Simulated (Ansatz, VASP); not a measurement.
# Cu: VASP beside Ansatz

The input INCAR:

```
PREC     = Accurate       # precision mode
ENCUT    = 600            # plane-wave cutoff, eV
EDIFF    = 1E-6           # SCF threshold, eV
ISMEAR   = -1             # smearing method
SIGMA    = 0.03           # smearing width, eV
LREAL    = F              # projectors in reciprocal space
LASPH    = T              # aspherical terms in the spheres
NELM     = 80             # most SCF steps
ALGO     = Normal         # electronic algorithm
ISIF     = 3              # what is computed and relaxed
LWAVE    = F              # write WAVECAR
LCHARG   = F              # write CHGCAR
GGA      = PE             # functional
IBRION   = 2              # ionic algorithm
NSW      = 100            # ionic steps
EDIFFG   = -0.005         # ionic threshold
```

File KPOINTS:

```
regular mesh
0
Gamma
  17 17 9
```

The input POSCAR:

```
Cu
1.0
    2.5123336524      0.0000000000      0.0000000000
   -1.2561668262      2.1757447658      0.0000000000
    0.0000000000      0.0000000000      4.0699805169
Cu
2
Direct
    0.3333333333      0.6666666667      0.2500000000
    0.6666666667      0.3333333333      0.7500000000
```

Input for Ansatz:

```yaml
crystal:
  lattice:
    - [2.5123336524, 0.0, 0.0]
    - [-1.2561668262, 2.1757447658, 0.0]
    - [0.0, 0.0, 4.0699805169]
  atoms:
    - { symbol: Cu, position: [0.3333333333, 0.6666666667, 0.25] }
    - { symbol: Cu, position: [0.6666666667, 0.3333333333, 0.75] }
kpoints:
  mp_grid: { grid: [17, 17, 9] }
scf:
  occupations: { method: fermi_dirac, width: 0.03 }
hamiltonian:
  xc: pbe
  pseudopotentials: { kind: paw }
output:
  forces: true
  stress: true
relax:
  f_tol: 0.005
  max_steps: 80
  cell: {}
```

Alike in both runs: task relaxation of cell and atoms; functional PBE; k mesh 17 × 17 × 9; occupations fermi-dirac, width 0.03 eV; no spin polarisation.

|  | VASP | Ansatz |
| --- | --- | --- |
| version | VASP 6.6.1 | Ansatz 0.2.0 |
| potentials or method | VASP PAW PBE potentials, release 64 (Cu) | PAW with Ansatz's default frozen-core files, scalar-relativistic |
| plane-wave cutoff (eV) | 600 | 420 |
| valence electrons in the cell | 22 | 38 |

```csv
,VASP,Ansatz,Ansatz less VASP
relaxed volume (Å³/atom),12.02,11.97,-0.053
relaxed cell length with the largest relative difference (Å),4.234,4.228,-0.0063
```

VASP's potentials hold 22 valence electrons a cell and Ansatz's 38, so a difference there can come from the potentials and not from the codes.
